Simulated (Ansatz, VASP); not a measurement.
## Mg: VASP beside Ansatz

INCAR

```
PREC     = Accurate       # precision mode
ENCUT    = 600            # plane-wave cutoff, eV
EDIFF    = 1E-6           # SCF threshold, eV
ISMEAR   = -1             # smearing method
SIGMA    = 0.05           # smearing width, eV
LREAL    = F              # projectors in reciprocal space
LASPH    = T              # aspherical terms in the spheres
NELM     = 120            # most SCF steps
ALGO     = Normal         # electronic algorithm
ISIF     = 2              # what is computed and relaxed
LWAVE    = F              # write WAVECAR
LCHARG   = F              # write CHGCAR
GGA      = PE             # functional
NBANDS   = 7              # bands
GGA_COMPAT= F
```

The input KPOINTS:

```
regular mesh
0
Gamma
  17 17 17
```

POSCAR

```
Mg
1.0
   -1.4206133699      1.4206133699      1.4206133699
    1.4206133699     -1.4206133699      1.4206133699
    1.4206133699      1.4206133699     -1.4206133699
Mg
1
Direct
    0.0000000000      0.0000000000      0.0000000000
```

Input for Ansatz:

```yaml
crystal:
  lattice:
    - [-1.4206133699, 1.4206133699, 1.4206133699]
    - [1.4206133699, -1.4206133699, 1.4206133699]
    - [1.4206133699, 1.4206133699, -1.4206133699]
  atoms:
    - { symbol: Mg, position: [0.0, 0.0, 0.0] }
kpoints:
  mp_grid: { grid: [17, 17, 17] }
scf:
  occupations: { method: fermi_dirac, width: 0.05 }
hamiltonian:
  xc: pbe
  pseudopotentials: { kind: all_electron, lapw: { basis_error: 0.001 } }
output:
  forces: true
  stress: true
  eigenvalues: true
  populations: true
```

Change from the starting cell: volume scaled by 0.5, LAPW.

Alike in both runs: task single point; functional PBE; k mesh 17 × 17 × 17; occupations fermi-dirac, width 0.05 eV; no spin polarisation.

```csv
,VASP,Ansatz
version,VASP 6.6.1,Ansatz 0.2.0
potentials or method,"VASP PAW PBE potentials, release 64 (Mg), cutoff 600 eV","all-electron LAPW, scalar-relativistic"
```

VASP gave:

- pressure (GPa): 95.5

Problem. What did Ansatz give for the same quantities?

Solution. Pressure (GPa): 93.7.

Both programs put the cell under a high pressure, so it lies far from rest at this level. Ansatz ran all-electron here, and VASP with PAW potentials.

Noted on VASP's run: the cell as given lies far from equilibrium.
